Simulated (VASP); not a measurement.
# GaAs (F-43m) in VASP: relaxation of cell and atoms with PBE

Aim: the relaxation of cell and atoms of GaAs with PBE.

All numbers are computed with VASP 6.6.1; they aren't measurements. Logs are shortened: lines on timing, memory, paths and dates and some standing lists are left out, and cuts for length are marked.

**1. The cell of the first run**

It takes space group F-43m (No. 216, cubic). The conventional cell has a = 5.650 Å, b = 5.650 Å, c = 5.650 Å, α = 90.00°, β = 90.00°, γ = 90.00°. Within 3.2 Å of Ga (site symmetry -43m) lie 4 As at 2.45 Å. As (site symmetry -43m) has 4 Ga at 2.45 Å within 3.2 Å.

**2. Relaxation of cell and atoms, PBE**

Input file INCAR:

```
  PREC = Accurate
  ENCUT = 500
  EDIFF = 1E-7
  ISMEAR = -1
  SIGMA = 0.02
  LREAL = F
  LASPH = T
  NELM = 120
  ALGO = Normal
  ISIF = 3
  LWAVE = F
  LCHARG = F
  GGA = PE
  IBRION = 2
  NSW = 80
  EDIFFG = -0.02
  GGA_COMPAT = F
  NELMIN = 4
```

Input file KPOINTS:

```
regular mesh
0
Gamma
  7 7 7
```

Input file POSCAR:

```
GaAs
1.0
    0.0000000000      2.8250000000      2.8250000000
    2.8250000000      0.0000000000      2.8250000000
    2.8250000000      2.8250000000      0.0000000000
Ga As
1 1
Direct
    0.0000000000      0.0000000000      0.0000000000
    0.2500000000      0.2500000000      0.2500000000
```

Potentials or basis: VASP PAW PBE potentials, release 64 (Ga_d, As).

Started as:

```sh
$ cat potpaw_PBE.64/Ga_d/POTCAR potpaw_PBE.64/As/POTCAR > POTCAR
$ mpirun -np 1 vasp_std > vasp.out
```

OUTCAR:

```text
PREC = Accurate
   ENCUT = 500
   EDIFF = 1E-7
   ISMEAR = -1
   LREAL = F
   LASPH = T
   NELM = 120
   ISIF = 3
   GGA = PE
   IBRION = 2
   NSW = 80
   EDIFFG = -0.02
   NELMIN = 4

 ion  position               nearest neighbor table
   1  0.000  0.000  0.000-   2 2.45   2 2.45   2 2.45   2 2.45
   2  0.250  0.250  0.250-   1 2.45   1 2.45   1 2.45   1 2.45

  LATTYP: Found a face centered cubic cell.
 ALAT       =     5.6500000000

  Lattice vectors:

 A1 = (   0.0000000000,   2.8250000000,   2.8250000000)
 A2 = (   2.8250000000,   0.0000000000,   2.8250000000)
 A3 = (   2.8250000000,   2.8250000000,   0.0000000000)

Analysis of symmetry for initial positions (statically):
=====================================================================
 Subroutine PRICEL returns:
 Original cell was already a primitive cell.

 Routine SETGRP: Setting up the symmetry group for a
 face centered cubic supercell.

 Subroutine GETGRP returns: Found 24 space group operations
 (whereof 24 operations were pure point group operations)
 out of a pool of 48 trial point group operations.

The static configuration has the point symmetry T_d .

Analysis of symmetry for dynamics (positions and initial velocities):
=====================================================================
 Subroutine PRICEL returns:
 Original cell was already a primitive cell.

 Routine SETGRP: Setting up the symmetry group for a
 face centered cubic supercell.

 Subroutine GETGRP returns: Found 24 space group operations
 (whereof 24 operations were pure point group operations)
 out of a pool of 48 trial point group operations.

The dynamic configuration has the point symmetry T_d .

 Subroutine INISYM returns: Found 24 space group operations
 (whereof 24 operations are pure point group operations),
 and found     1 'primitive' translations

----------------------------------------------------------------------------------------

                                     Primitive cell

  volume of cell :      45.0905

  direct lattice vectors                    reciprocal lattice vectors
     0.000000000  2.825000000  2.825000000    -0.176991150  0.176991150  0.176991150
     2.825000000  0.000000000  2.825000000     0.176991150 -0.176991150  0.176991150
     2.825000000  2.825000000  0.000000000     0.176991150  0.176991150 -0.176991150

  length of vectors
     3.995153314  3.995153314  3.995153314     0.306557665  0.306557665  0.306557665

  position of ions in fractional coordinates (direct lattice)
     0.000000000  0.000000000  0.000000000
     0.250000000  0.250000000  0.250000000

  ion indices of the primitive-cell ions
   primitive index   ion index
                 1           1
                 2           2

----------------------------------------------------------------------------------------

 KPOINTS: regular mesh

Automatic generation of k-mesh.
 Grid dimensions read from file:
 generate k-points for:    7    7    7

 Generating k-lattice:

  Cartesian coordinates                     Fractional coordinates (reciprocal lattice)
    -0.025284450  0.025284450  0.025284450     0.142857143  0.000000000  0.000000000
     0.025284450 -0.025284450  0.025284450     0.000000000  0.142857143  0.000000000
     0.025284450  0.025284450 -0.025284450     0.000000000  0.000000000  0.142857143

  Length of vectors
     0.043793952  0.043793952  0.043793952

  Shift w.r.t. Gamma in fractional coordinates (k-lattice)
     0.000000000  0.000000000  0.000000000

 Subroutine IBZKPT returns following result:
 ===========================================

 Found     20 irreducible k-points:

 Following reciprocal coordinates:
            Coordinates               Weight
  0.000000  0.000000  0.000000      1.000000
  0.142857  0.000000  0.000000      8.000000
  0.285714  0.000000  0.000000      8.000000
  0.428571  0.000000  0.000000      8.000000
  0.142857  0.142857  0.000000      6.000000
  0.285714  0.142857  0.000000     24.000000
[... 12 lines left out ...]
 -0.428571  0.428571  0.142857     24.000000
 -0.285714  0.428571  0.142857     24.000000
   k-points           NKPTS =     20   k-points in BZ     NKDIM =     20   number of bands    NBANDS=     13
   number of dos      NEDOS =    301   number of ions     NIONS =      2
   total plane-waves  NPLWV =  27000
   dimension x,y,z NGX =    30 NGY =   30 NGZ =   30
   dimension x,y,z NGXF=    60 NGYF=   60 NGZF=   60
   ions per type =               1   1
   NGX,Y,Z   is equivalent  to a cutoff of  12.48, 12.48, 12.48 a.u.
   NGXF,Y,Z  is equivalent  to a cutoff of  24.97, 24.97, 24.97 a.u.
 SYSTEM =  unknown system
   PREC   = accura    normal or accurate (medium, high low for compatibility)
   ISTART =      0    job   : 0-new  1-cont  2-samecut
   ICHARG =      2    charge: 1-file 2-atom 10-const
   ISPIN  =      1    spin polarized calculation?
   LNONCOLLINEAR =      F non collinear calculations
   LSORBIT =      F    spin-orbit coupling
   LASPH  =      T    aspherical Exc in radial PAW
   ENCUT  =  500.0 eV  36.75 Ry    6.06 a.u.   7.28  7.28  7.28*2*pi/ulx,y,z
   NELM   =    120;   NELMIN=  4; NELMDL= -5     # of ELM steps
   EDIFF  = 0.1E-06   stopping-criterion for ELM
   LREAL  =      F    real-space projection
   EDIFFG = -.2E-01   stopping-criterion for IOM
   NSW    =     80    number of steps for IOM
   IBRION =      2    ionic relax: 0-MD 1-quasi-New 2-CG
   NFREE  =      1    steps in history (QN), initial steepest desc. (CG)
   ISIF   =      3    stress and relaxation
   ISYM   =      2    0-nonsym 1-usesym 2-fastsym
   POTIM  = 0.5000    time-step for ionic-motion
   TEBEG  =    0.0;   TEEND  =   0.0 temperature during run
   PSTRESS=    0.0 pullay stress
   NELECT =      18.0000    total number of electrons
   NUPDOWN=      -1.0000    fix difference up-down
   EMIN   =  10.00;   EMAX   =-10.00  energy-range for DOS
   EFERMI =   0.00;   METHOD = LEGACY
   ISMEAR =    -1;   SIGMA  =   0.02  broadening in eV -4-tet -1-fermi 0-gaus
   EFERMI_NEDOS =   21; number of points for ismear=-14 and -15
   IALGO  =     38    algorithm
   IMIX   =      4    mixing-type and parameters
     AMIX     =   0.40;   BMIX     =  1.00
     AMIX_MAG =   1.60;   BMIX_MAG =  1.00
  volume/ion in A,a.u.               =      22.55       152.14
  Fermi-wavevector in a.u.,A,eV,Ry     =   1.205417  2.277907 19.769666  1.453029
  Thomas-Fermi vector in A             =   2.341114
   LORBIT       =      0    0 simple, 1 ext, 2 COOP (PROOUT), +10 PAW based schemes
   GGA     = PE    functional components
   LHFCALC =     F    Hartree Fock is set to
   AEXX    =    0.0000 exact exchange contribution
   IVDW    =     0    specifies the selected vdW correction
   LEPSILON=     F    determine dielectric tensor
   LRPA    =     F    only Hartree local field effects (RPA)
 conjugate gradient relaxation of ions
 non-spin polarized calculation
  energy-cutoff  :      500.00
  volume of cell :       45.09
 maximum number of plane-waves:      1155
 NGX is ok and might be reduce to    30
   NGX = 15   NGY = 15   NGZ = 15

--------------------------------------- Ionic step        1  -------------------------------------------

 number of electron      17.9999996 magnetization

 Free energy of the ion-electron system (eV)
  ---------------------------------------------------
  ext. energy  EPLUGINS =         0.00000000
  ---------------------------------------------------
  free energy    TOTEN  =        -8.23922325 eV

  energy without entropy =       -8.23922324  energy(sigma->0) =       -8.23922325

------------------------ aborting loop because EDIFF is reached ----------------------------------------

  FORCE on cell =-STRESS in cart. coord.  units (eV):
  Direction    XX          YY          ZZ          XY          YZ          ZX
  --------------------------------------------------------------------------------------
  -------------------------------------------------------------------------------------
  Total        1.0122454      1.0122454      1.0122454      0.0000000      0.0000000      0.0000000
  in kB       35.9675640     35.9675640     35.9675640      0.0000000      0.0000000      0.0000000
  external PRESSURE =      35.9675640 kB  Pullay stress =       0.0000000 kB

 VOLUME and BASIS-vectors are now :
 -----------------------------------------------------------------------------
  energy-cutoff  :      500.00
  volume of cell :       45.09
      direct lattice vectors                 reciprocal lattice vectors
     0.000000000  2.825000000  2.825000000    -0.176991150  0.176991150  0.176991150
     2.825000000  0.000000000  2.825000000     0.176991150 -0.176991150  0.176991150
     2.825000000  2.825000000  0.000000000     0.176991150  0.176991150 -0.176991150
[... 37 lines left out ...]
 POSITION                                       TOTAL-FORCE (eV/Angst)
 -----------------------------------------------------------------------------------
      5.78795      5.78795      5.78795        -0.000000     -0.000000     -0.000000
      1.44699      1.44699      1.44699         0.000000      0.000000      0.000000
 -----------------------------------------------------------------------------------
    total drift:                                0.000000      0.000000      0.000000

  FREE ENERGIE OF THE ION-ELECTRON SYSTEM (eV)
  ---------------------------------------------------
  free  energy   TOTEN  =        -8.2613962496 eV

  energy  without entropy=       -8.2611340830  energy(sigma->0) =       -8.26126517

--------------------------------------- Ionic step        3  -------------------------------------------

 number of electron      17.9999988 magnetization

 Free energy of the ion-electron system (eV)
  ---------------------------------------------------
  ext. energy  EPLUGINS =         0.00000000
  ---------------------------------------------------
  free energy    TOTEN  =        -8.26489378 eV

  energy without entropy =       -8.26484694  energy(sigma->0) =       -8.26487036

 E-fermi :   3.5607     XC(G=0):  -9.3613

 val. band max:        3.4759847093   @ k =   0.0000   0.0000   0.0000
 cond. band min:       3.6227743942   @ k =   0.0000   0.0000   0.0000
 fundamental gap:      0.1467896849
 Fermi energy:         3.5606598929

 k-point     1 :       0.0000    0.0000    0.0000
  band No.  band energies     occupation
      1     -11.2546      2.00000
      2     -11.2546      2.00000
      3     -11.2546      2.00000
      4     -11.1871      2.00000
      5     -11.1871      2.00000
      6      -8.9002      2.00000
      7       3.4760      1.97142
      8       3.4760      1.97142
      9       3.4760      1.97142
     10       3.6228      0.08574
     11       7.1876      0.00000
     12       7.1876      0.00000
     13       7.1876      0.00000

 k-point     2 :       0.1429    0.0000    0.0000
  band No.  band energies     occupation
      1     -11.2679      2.00000
      2     -11.2508      2.00000
      3     -11.2508      2.00000
      4     -11.1872      2.00000
      5     -11.1872      2.00000
      6      -8.6803      2.00000
      7       1.1753      2.00000
      8       3.2019      2.00000
      9       3.2019      2.00000
     10       4.8806      0.00000
     11       7.5942      0.00000
[... 310 lines left out ...]
 POSITION                                       TOTAL-FORCE (eV/Angst)
 -----------------------------------------------------------------------------------
      0.00000      0.00000      0.00000         0.000000     -0.000000      0.000000
      1.43732      1.43732      1.43732        -0.000000      0.000000     -0.000000
 -----------------------------------------------------------------------------------
    total drift:                                0.000000      0.000000      0.000000

  FREE ENERGIE OF THE ION-ELECTRON SYSTEM (eV)
  ---------------------------------------------------
  free  energy   TOTEN  =        -8.2648937817 eV

  energy  without entropy=       -8.2648469410  energy(sigma->0) =       -8.26487036

 reached required accuracy - stopping structural energy minimisation
```

It took 59 s on 1 thread of Intel Xeon 8259CL, shared host; peak memory 0.18 GiB.

Results:

```
Free energy                           : -8.2649 eV
Relaxed volume                        : 23.75 Å³/atom
Relaxed cell                          : a = 4.065 Å, b = 4.065 Å, c = 4.065 Å, α = 60.00°, β = 60.00°, γ = 60.00°
Space group after relaxing (to 0.1 Å) : F-43m (No. 216)
Energy gained by relaxing             : 12.8 meV/atom
Ionic steps                           : 3
Pressure after relaxing               : 0.0 GPa
Band gap on the k mesh                : 0.15 eV
```

The path:
```tsv
step	energy change (eV)	largest force (eV/Å)	pressure (GPa)	volume (Å³)
1	0.0000	0.0000	3.60	45.09
2	-0.0222	0.0000	-1.08	48.47
3	-0.0257	0.0000	-0.02	47.51
```

Final structure:
```
Ga As
1.0
     0.00000    2.87464    2.87464
     2.87464    0.00000    2.87464
     2.87464    2.87464    0.00000
Ga As
1 1
Direct
  0.00000 0.00000 0.00000
  0.25000 0.25000 0.25000
```

Caveat: semilocal functionals underestimate gaps, and a narrow one can read as zero.
